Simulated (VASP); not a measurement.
Here is a VASP 6.6.1 calculation.

File INCAR:

```
PREC = Accurate
ENCUT = 910
EDIFF = 1E-6
ISMEAR = 0
SIGMA = 0.01
LREAL = False
LASPH = True
NELM = 120
ALGO = Normal
ISIF = 2
LWAVE = False
LCHARG = False
GGA = PE
NBANDS = 28
GGA_COMPAT = False
```

KPOINTS

```
Automatic mesh
0
Gamma
  6 6 6
```

POSCAR

```
BaTiO3
1.0
    3.9786494030      0.0000000000      0.0000000000
    0.0000000000      3.9786494030      0.0000000000
    0.0000000000      0.0000000000      3.9786494030
Ba Ti O
1 1 3
Direct
    0.5000000000      0.5000000000      0.5000000000
    0.0000000000      0.0000000000      0.0000000000
    0.5000000000      0.0000000000      0.0000000000
    0.0000000000      0.5000000000      0.0000000000
    0.0000000000      0.0000000000      0.5000000000
```

Potentials or basis: VASP PAW PBE potentials, release 64 (Ba_sv, Ti_sv, O_h).

Command:

```sh
$ cat potpaw_PBE.64/Ba_sv/POTCAR potpaw_PBE.64/Ti_sv/POTCAR potpaw_PBE.64/O_h/POTCAR > POTCAR
$ mpirun -np 1 vasp_std > vasp.out
```

(1) Estimate the pressure.

(2) Predict the band gap on the k mesh.

Results:

(1) 6.9 GPa.

(2) 1.78 eV, indirect (least direct gap 1.91 eV).

Caveat: the cutoff is under 1.25 times the usual one of these potentials, so pressure, stress and relaxed cells hold a basis-set (Pulay) error; spin-orbit coupling is left out, which moves the levels of the heavy elements.
